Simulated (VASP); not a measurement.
Crystal: Se.

```
Se
1.0
     2.81056    0.00000    0.00000
     0.00000    2.81056    0.00000
     0.00000    0.00000    2.81056
Se
1
Direct
  0.00000 0.00000 0.00000
```

| Item | Value |
| --- | --- |
| Program | VASP 6.6.1 |
| Task | relaxation of cell and atoms |
| Functional | PBEsol |
| Potentials or basis | VASP PAW PBE potentials, release 64 (Se) |
| Cutoff | 600 eV |
| k mesh | 12 × 12 × 12 |
| Occupations | methfessel-paxton, width 0.1 eV |
| Spin | no spin polarisation |

At the start: pressure -1.8 GPa; volume 22.20 Å³/atom.

Problem. Where does the relaxation end?

Solution. Over 3 steps the energy falls by 3.0 meV/atom and the volume is 21.69 Å³/atom (-2.3 %); space group Pm-3m (No. 221, to 0.05 Å).

Step by step:
```
step  energy change (eV)  largest force (eV/Å)  pressure (GPa)  volume (Å³)
   1              0.0000                0.0000           -1.83        22.20
   2             -0.0020                0.0000            1.16        21.40
   3             -0.0030                0.0000            0.00        21.69
```

Final structure:
```
CELL_PARAMETERS angstrom
2.78875 0.00000 0.00000
0.00000 2.78875 0.00000
0.00000 0.00000 2.78875
ATOMIC_POSITIONS crystal
Se 0.00000 0.00000 0.00000
```

Caveat: the PAW data sets were made with another functional, which shifts forces and pressure a little.
